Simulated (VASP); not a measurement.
# AlN (P6_3mc) in VASP: a series of runs

The runs below take AlN through single point, relaxation of cell and atoms, relaxation of shape and atoms at fixed volume, with PBE.

Program: VASP 6.6.1. These are calculated values, not measurements. Logs are shortened: lines on timing, memory, paths and dates and some standing lists are left out, and cuts for length are marked.

## (1) The cell of the first run

Symmetry: P6_3mc, No. 186, hexagonal system. Conventional cell: a = 3.130 Å, b = 3.130 Å, c = 5.018 Å, α = 90.00°, β = 90.00°, γ = 120.00°. Within 2.5 Å of Al (site symmetry 3m) lie 4 N at 1.90 to 1.91 Å. Within 2.5 Å of N (site symmetry 3m) lie 4 Al at 1.90 to 1.91 Å.

## (2) Single point, PBE

The input, INCAR:

```
SYSTEM = AlN
ALGO     = Normal         ! electronic algorithm
EDIFF    = 1E-6           ! SCF threshold, eV
ENCUT    = 520            ! plane-wave cutoff, eV
GGA      = PE             ! functional
ISIF     = 2              ! what is computed and relaxed
ISMEAR   = 0              ! smearing method
LASPH    = .True.         ! aspherical terms in the spheres
LCHARG   = .False.        ! write CHGCAR
LREAL    = .False.        ! projectors in reciprocal space
LWAVE    = .False.        ! write WAVECAR
NBANDS   = 16             ! bands
NELM     = 60             ! most SCF steps
PREC     = Accurate       ! precision mode
SIGMA    = 0.01           ! smearing width, eV
```

The input, KPOINTS:

```
k-points
0
Gamma
  12 12 6
  0 0 0
```

The input, POSCAR:

```
AlN
1.0
    3.1302469247      0.0000000000      0.0000000000
   -1.5651234623      2.7108733569      0.0000000000
    0.0000000000      0.0000000000      5.0179926667
Al N
2 2
Direct
    0.3333333333      0.6666666667     -0.0007707950
    0.6666666667      0.3333333333      0.4992292050
    0.3333333333      0.6666666667      0.3807707950
    0.6666666667      0.3333333333      0.8807707950
```

Potentials or basis: VASP PAW PBE potentials, release 64 (Al, N).

Started as:

```sh
cat potpaw_PBE.64/Al/POTCAR potpaw_PBE.64/N/POTCAR > POTCAR
mpirun -np 1 vasp_std > vasp.out
```

OUTCAR:

```text
SYSTEM = AlN
   EDIFF = 1E-6
   ENCUT = 520
   GGA = PE
   ISIF = 2
   ISMEAR = 0
   LASPH = .True.
   LREAL = .False.
   NELM = 60
   PREC = Accurate

 ion  position               nearest neighbor table
   1  0.333  0.667  0.999-   4 1.90   4 1.90   4 1.90   3 1.91   2 3.09   2 3.09   2 3.09   2 3.09
                             2 3.09   2 3.09
   2  0.667  0.333  0.499-   3 1.90   3 1.90   3 1.90   4 1.91   1 3.09   1 3.09   1 3.09   1 3.09
                             1 3.09   1 3.09
   3  0.333  0.667  0.381-   2 1.90   2 1.90   2 1.90   1 1.91
   4  0.667  0.333  0.881-   1 1.90   1 1.90   1 1.90   2 1.91

  LATTYP: Found a hexagonal cell.
 ALAT       =     3.1302469247
 C/A-ratio  =     1.6030660799

  Lattice vectors:

 A1 = (   3.1302469247,   0.0000000000,   0.0000000000)
 A2 = (  -1.5651234623,   2.7108733569,   0.0000000000)
 A3 = (   0.0000000000,   0.0000000000,   5.0179926667)

Analysis of symmetry for initial positions (statically):
=====================================================================
 Subroutine PRICEL returns:
 Original cell was already a primitive cell.

 Routine SETGRP: Setting up the symmetry group for a
 hexagonal supercell.

 Subroutine GETGRP returns: Found 12 space group operations
 (whereof  6 operations were pure point group operations)
 out of a pool of 24 trial point group operations.

The static configuration has the point symmetry C_3v.
 The point group associated with its full space group is C_6v.

Analysis of symmetry for dynamics (positions and initial velocities):
=====================================================================
 Subroutine PRICEL returns:
 Original cell was already a primitive cell.

 Routine SETGRP: Setting up the symmetry group for a
 hexagonal supercell.

 Subroutine GETGRP returns: Found 12 space group operations
 (whereof  6 operations were pure point group operations)
 out of a pool of 24 trial point group operations.

The dynamic configuration has the point symmetry C_3v.
 The point group associated with its full space group is C_6v.

 Subroutine INISYM returns: Found 12 space group operations
 (whereof  6 operations are pure point group operations),
 and found     1 'primitive' translations

----------------------------------------------------------------------------------------

                                     Primitive cell

  volume of cell :      42.5812

  direct lattice vectors                    reciprocal lattice vectors
     3.130246925  0.000000000  0.000000000     0.319463616  0.184442404  0.000000000
    -1.565123462  2.710873357  0.000000000     0.000000000  0.368884809  0.000000000
     0.000000000  0.000000000  5.017992667     0.000000000  0.000000000  0.199282874

  length of vectors
     3.130246925  3.130246925  5.017992667     0.368884809  0.368884809  0.199282874

  position of ions in fractional coordinates (direct lattice)
     0.333333333  0.666666667  0.999229205
     0.666666667  0.333333333  0.499229205
     0.333333333  0.666666667  0.380770795
     0.666666667  0.333333333  0.880770795

  ion indices of the primitive-cell ions
   primitive index   ion index
                 1           1
                 2           2
                 3           3
                 4           4

----------------------------------------------------------------------------------------

 KPOINTS: k-points

Automatic generation of k-mesh.
 Grid dimensions read from file:
 generate k-points for:   12   12    6

 Generating k-lattice:

  Cartesian coordinates                     Fractional coordinates (reciprocal lattice)
     0.026621968  0.015370200  0.000000000     0.083333333  0.000000000  0.000000000
     0.000000000  0.030740401  0.000000000     0.000000000  0.083333333  0.000000000
     0.000000000  0.000000000  0.033213812     0.000000000  0.000000000  0.166666667

  Length of vectors
     0.030740401  0.030740401  0.033213812

  Shift w.r.t. Gamma in fractional coordinates (k-lattice)
     0.000000000  0.000000000  0.000000000

 Subroutine IBZKPT returns following result:
 ===========================================

 Found     76 irreducible k-points:

 Following reciprocal coordinates:
            Coordinates               Weight
  0.000000  0.000000  0.000000      1.000000
  0.083333  0.000000  0.000000      6.000000
  0.166667  0.000000  0.000000      6.000000
  0.250000  0.000000  0.000000      6.000000
  0.333333  0.000000  0.000000      6.000000
  0.416667  0.000000  0.000000      6.000000
[... 16 lines left out ...]
  0.250000  0.000000  0.166667     12.000000
  0.333333  0.000000  0.166667     12.000000
 [... further k-points ...]
   k-points           NKPTS =     76   k-points in BZ     NKDIM =     76   number of bands    NBANDS=     16
   number of dos      NEDOS =    301   number of ions     NIONS =      4
   total plane-waves  NPLWV =  23040
   dimension x,y,z NGX =    24 NGY =   24 NGZ =   40
   dimension x,y,z NGXF=    48 NGYF=   48 NGZF=   80
   ions per type =               2   2
   NGX,Y,Z   is equivalent  to a cutoff of  12.75, 12.75, 13.25 a.u.
   NGXF,Y,Z  is equivalent  to a cutoff of  25.49, 25.49, 26.50 a.u.
 SYSTEM =  AlN
   PREC   = accura    normal or accurate (medium, high low for compatibility)
   ISTART =      0    job   : 0-new  1-cont  2-samecut
   ICHARG =      2    charge: 1-file 2-atom 10-const
   ISPIN  =      1    spin polarized calculation?
   LNONCOLLINEAR =      F non collinear calculations
   LSORBIT =      F    spin-orbit coupling
   LASPH  =      T    aspherical Exc in radial PAW
   ENCUT  =  520.0 eV  38.22 Ry    6.18 a.u.   5.82  5.82  9.33*2*pi/ulx,y,z
   NELM   =     60;   NELMIN=  2; NELMDL= -5     # of ELM steps
   EDIFF  = 0.1E-05   stopping-criterion for ELM
   LREAL  =      F    real-space projection
[... 7 lines left out ...]
   TEBEG  =    0.0;   TEEND  =   0.0 temperature during run
   PSTRESS=    0.0 pullay stress
   NELECT =      16.0000    total number of electrons
   NUPDOWN=      -1.0000    fix difference up-down
   EMIN   =  10.00;   EMAX   =-10.00  energy-range for DOS
   EFERMI =   0.00;   METHOD = LEGACY
   ISMEAR =     0;   SIGMA  =   0.01  broadening in eV -4-tet -1-fermi 0-gaus
   EFERMI_NEDOS =   21; number of points for ismear=-14 and -15
   IALGO  =     38    algorithm
   IMIX   =      4    mixing-type and parameters
     AMIX     =   0.40;   BMIX     =  1.00
     AMIX_MAG =   1.60;   BMIX_MAG =  1.00
  volume/ion in A,a.u.               =      10.65        71.84
  Fermi-wavevector in a.u.,A,eV,Ry     =   1.181342  2.232412 18.987859  1.395568
  Thomas-Fermi vector in A             =   2.317617
   LORBIT       =      0    0 simple, 1 ext, 2 COOP (PROOUT), +10 PAW based schemes
   GGA     = PE    functional components
   LHFCALC =     F    Hartree Fock is set to
   AEXX    =    0.0000 exact exchange contribution
   IVDW    =     0    specifies the selected vdW correction
   LEPSILON=     F    determine dielectric tensor
   LRPA    =     F    only Hartree local field effects (RPA)
 non-spin polarized calculation
 Gauss-broadening in eV      SIGMA  =   0.01
  energy-cutoff  :      520.00
  volume of cell :       42.58
 maximum number of plane-waves:      1170
 NGX is ok and might be reduce to    24
   NGX = 11   NGY = 11   NGZ = 19

 number of electron      15.9999998 magnetization

 Free energy of the ion-electron system (eV)
  ---------------------------------------------------
  ext. energy  EPLUGINS =         0.00000000
  ---------------------------------------------------
  free energy    TOTEN  =       -29.78050347 eV

  energy without entropy =      -29.78050347  energy(sigma->0) =      -29.78050347

 E-fermi :   6.0365     XC(G=0): -10.8268

 val. band max:        5.9641608358   @ k =   0.0000   0.0000   0.0000
 cond. band min:      10.0072865663   @ k =   0.0000   0.0000   0.0000
 fundamental gap:      4.0431257304
 Fermi energy:         6.0365241488

 k-point     1 :       0.0000    0.0000    0.0000
  band No.  band energies     occupation
      1      -9.1033      2.00000
      2      -7.0206      2.00000
      3       0.0588      2.00000
      4       5.1188      2.00000
      5       5.1188      2.00000
      6       5.7613      2.00000
[... 8 lines left out ...]
     15      18.9293      0.00000
     16      18.9293      0.00000

 k-point     2 :       0.0833    0.0000    0.0000
  band No.  band energies     occupation
      1      -9.0166      2.00000
      2      -6.9715      2.00000
      3       0.1626      2.00000
      4       4.7102      2.00000
      5       5.0040      2.00000
      6       5.3461      2.00000
[... 8 lines left out ...]
     15      18.9475      0.00000
     16      19.0070      0.00000

 k-point     3 :       0.1667    0.0000    0.0000
  band No.  band energies     occupation
      1      -8.7643      2.00000
      2      -6.8375      2.00000
      3       0.4687      2.00000
      4       3.7154      2.00000
      5       4.4744      2.00000
      6       4.7338      2.00000
[... 8 lines left out ...]
     15      18.1894      0.00000
     16      18.6480      0.00000

 k-point     4 :       0.2500    0.0000    0.0000
  band No.  band energies     occupation
      1      -8.3719      2.00000
      2      -6.6601      2.00000
      3       0.9583      2.00000
      4       2.5577      2.00000
      5       3.5215      2.00000
      6       4.4230      2.00000
[... 8 lines left out ...]
     15      17.8725      0.00000
     16      19.1085      0.00000
[... 324 lines left out ...]
 k-point    22 :       0.1667    0.0000    0.1667
  band No.  band energies     occupation
      1      -8.6655      2.00000
      2      -7.0146      2.00000
      3       0.7607      2.00000
      4       3.7791      2.00000
      5       4.2467      2.00000
      6       4.7901      2.00000
[... 8 lines left out ...]
     15      18.2993      0.00000
     16      18.7479      0.00000

 k-point    23 :       0.2500    0.0000    0.1667
  band No.  band energies     occupation
      1      -8.2803      2.00000
      2      -6.8084      2.00000
      3       1.0982      2.00000
      4       2.7159      2.00000
      5       3.3500      2.00000
      6       4.4882      2.00000
[... 8 lines left out ...]
     15      18.1484      0.00000
     16      19.1645      0.00000

 k-point    24 :       0.3333    0.0000    0.1667
  band No.  band energies     occupation
      1      -7.8118      2.00000
      2      -6.6203      2.00000
      3       1.1235      2.00000
      4       2.0701      2.00000
      5       2.6718      2.00000
      6       4.2240      2.00000
[... 8 lines left out ...]
     15      18.1872      0.00000
     16      20.0820      0.00000

 [... further k-points ...]

------------------------ aborting loop because EDIFF is reached ----------------------------------------

  FORCE on cell =-STRESS in cart. coord.  units (eV):
  Direction    XX          YY          ZZ          XY          YZ          ZX
  --------------------------------------------------------------------------------------
  -------------------------------------------------------------------------------------
  Total       -0.0736069     -0.0736069     -0.0564820     -0.0000000      0.0000000      0.0000000
  in kB       -2.7695631     -2.7695631     -2.1252164     -0.0000000      0.0000000      0.0000000
  external PRESSURE =      -2.5547809 kB  Pullay stress =       0.0000000 kB

 VOLUME and BASIS-vectors are now :
 -----------------------------------------------------------------------------
  energy-cutoff  :      520.00
  volume of cell :       42.58
      direct lattice vectors                 reciprocal lattice vectors
     3.130246925  0.000000000  0.000000000     0.319463616  0.184442404  0.000000000
    -1.565123462  2.710873357  0.000000000     0.000000000  0.368884809  0.000000000
     0.000000000  0.000000000  5.017992667     0.000000000  0.000000000  0.199282874

 POSITION                                       TOTAL-FORCE (eV/Angst)
 -----------------------------------------------------------------------------------
     -0.00000      1.80725      5.01412        -0.000000      0.000000      0.000664
      1.56512      0.90362      2.50513         0.000000     -0.000000      0.000664
     -0.00000      1.80725      1.91071         0.000000     -0.000000     -0.000664
      1.56512      0.90362      4.41970        -0.000000      0.000000     -0.000664
 -----------------------------------------------------------------------------------
    total drift:                               -0.000000     -0.000000      0.000504

  FREE ENERGIE OF THE ION-ELECTRON SYSTEM (eV)
  ---------------------------------------------------
  free  energy   TOTEN  =       -29.7805034655 eV

  energy  without entropy=      -29.7805034655  energy(sigma->0) =      -29.78050347
```

Run time: 22 s. Hardware: 1 thread of AMD EPYC 9R45 (Zen 5), shared host; peak memory 0.15 GiB.

What came out:

```
Free energy            : -29.7805 eV
Pressure               : -0.3 GPa
Band gap on the k mesh : 4.04 eV
```

Levels at points of the mesh, in eV from the valence-band top:
```csv
k point,band 4,band 5,band 6,band 7,band 8,band 9,band 10,band 11,band 12,band 13
"(0.00, 0.00, 0.00)",-0.85,-0.85,-0.20,-0.20,0.00,4.04,6.51,10.46,11.03,11.03
"(0.50, 0.00, 0.00)",-4.12,-3.29,-2.05,-1.74,-0.68,5.76,5.76,8.02,10.14,10.81
"(0.00, 0.00, 0.50)",-3.30,-0.53,-0.53,-0.53,-0.53,6.31,6.31,10.16,10.16,11.34
"(0.50, 0.00, 0.50)",-5.52,-1.44,-1.44,-1.35,-1.35,5.25,5.25,9.14,9.14,11.60
```

## (3) Relaxation of cell and atoms, PBE

The input, INCAR:

```
SYSTEM = AlN
PREC = Accurate
ENCUT = 600
EDIFF = 1E-7
ISMEAR = 0
SIGMA = 0.01
LREAL = .False.
LASPH = .True.
NELM = 100
ALGO = Normal
ISIF = 3
LWAVE = .False.
LCHARG = .False.
GGA = PE
IBRION = 2
NSW = 80
EDIFFG = -0.001
```

The input, KPOINTS:

```
regular mesh
0
Gamma
  12 12 6
  0 0 0
```

POSCAR is that of step 2.

Potentials or basis: VASP PAW PBE potentials, release 64 (Al, N).

Started as:

```sh
cat potpaw_PBE.64/Al/POTCAR potpaw_PBE.64/N/POTCAR > POTCAR
mpirun -np 1 vasp_std > vasp.out
```

Wall time 50 s (1 thread of AMD EPYC 9R45 (Zen 5), shared host); peak memory 0.17 GiB.

The run converged. Its results:

```yaml
Free_energy: -29.7836 eV
Relaxed_volume: 10.62 Å³/atom
Relaxed_cell: a = 3.128 Å, b = 3.128 Å, c = 5.015 Å, α = 90.00°, β = 90.00°, γ = 120.00°
Space_group_after_relaxing_to_0.1_Å: P6_3mc (No. 186)
Energy_gained_by_relaxing: 0.0 meV/atom
Ionic_steps: 3
Pressure_after_relaxing: 0.0 GPa
Band_gap_on_the_k_mesh: 4.06 eV
```

The path:
```
step  energy change (eV)  largest force (eV/Å)  pressure (GPa)  volume (Å³)
   1              0.0000                0.0007           -0.39        42.58
   2              0.0000                0.0007            0.33        42.42
   3             -0.0001                0.0007            0.01        42.49
```

Final structure:
```
CELL_PARAMETERS angstrom
3.12797 0.00000 0.00000
-1.56398 2.70890 0.00000
0.00000 0.00000 5.01489
ATOMIC_POSITIONS crystal
Al 0.33333 0.66667 0.99923
Al 0.66667 0.33333 0.49923
N 0.33333 0.66667 0.38077
N 0.66667 0.33333 0.88077
```

Levels at points of the mesh, in eV from the valence-band top:
```
           k point  band 4  band 5  band 6  band 7  band 8  band 9  band 10  band 11  band 12
(0.00, 0.00, 0.00)   -0.85   -0.85   -0.20   -0.20    0.00    4.06     6.53    10.47    11.04
(0.50, 0.00, 0.00)   -4.13   -3.30   -2.06   -1.75   -0.68    5.77     5.77     8.04    10.16
(0.00, 0.00, 0.50)   -3.30   -0.53   -0.53   -0.53   -0.53    6.33     6.33    10.18    10.18
(0.50, 0.00, 0.50)   -5.53   -1.44   -1.44   -1.35   -1.35    5.25     5.25     9.16     9.16
```

A k mesh can miss the band edges.

## (4) Relaxation of shape and atoms at fixed volume, PBE (10.33 Å³/atom)

This run uses another cell than the first one, of 10.33 Å³/atom.

The input, INCAR:

```
SYSTEM = AlN
  PREC = Accurate
  ENCUT = 600
  EDIFF = 1E-6
  ISMEAR = 0
  SIGMA = 0.02
  LREAL = .FALSE.
  LASPH = .TRUE.
  NELM = 80
  ALGO = Normal
  ISIF = 4
  LWAVE = .FALSE.
  LCHARG = .FALSE.
  GGA = PE
  IBRION = 2
  NSW = 50
  EDIFFG = -0.01
```

The input, KPOINTS:

```
Automatic mesh
0
G
  12 12 6
  0 0 0
```

The input, POSCAR:

```
AlN
1.0
    3.0986261070      0.0000000000      0.0000000000
   -1.5493130535      2.6834889255      0.0000000000
    0.0000000000      0.0000000000      4.9673024063
Al N
2 2
Direct
    0.3333333333      0.6666666667     -0.0007707949
    0.6666666667      0.3333333333      0.4992292051
    0.3333333333      0.6666666667      0.3807707949
    0.6666666667      0.3333333333      0.8807707949
```

Started as:

```sh
cat potpaw_PBE.64/Al/POTCAR potpaw_PBE.64/N/POTCAR > POTCAR
mpirun -np 1 vasp_std > vasp.out
```

It took 2.9 min on 1 thread of Intel Xeon 8259CL, shared host; peak memory 0.2 GiB.

It converged, with:

- Free energy: -29.7608 eV
- Energy gained by relaxing: 0.0 meV/atom
- Ionic steps: 5
- Pressure after relaxing: 5.8 GPa
- Band gap on the k mesh: 4.30 eV

Final structure:
```xyz
4
Lattice="3.1004 0.0000 0.0000 -1.5502 2.6851 0.0000 0.0000 0.0000 4.9615" Properties=species:S:1:pos:R:3 pbc="T T T"
Al    0.0000    1.7900    4.9564
Al    1.5502    0.8950    2.4756
N     0.0000    1.7900    1.8904
N     1.5502    0.8950    4.3712
```

Levels at points of the mesh, in eV from the valence-band top:
| k point | band 5 | band 6 | band 7 | band 8 | band 9 | band 10 | band 11 | band 12 |
| --- | --- | --- | --- | --- | --- | --- | --- | --- |
| (0.00, 0.00, 0.00) | -0.88 | -0.23 | -0.23 | 0.00 | 4.30 | 6.74 | 10.70 | 11.22 |
| (0.50, 0.00, 0.00) | -3.38 | -2.12 | -1.80 | -0.71 | 5.83 | 5.84 | 8.27 | 10.35 |
| (0.00, 0.00, 0.50) | -0.57 | -0.57 | -0.57 | -0.57 | 6.56 | 6.56 | 10.41 | 10.41 |
| (0.50, 0.00, 0.50) | -1.49 | -1.49 | -1.38 | -1.38 | 5.34 | 5.34 | 9.32 | 9.32 |

A k mesh can miss the band edges.

(Continued in part 2 of 2.)
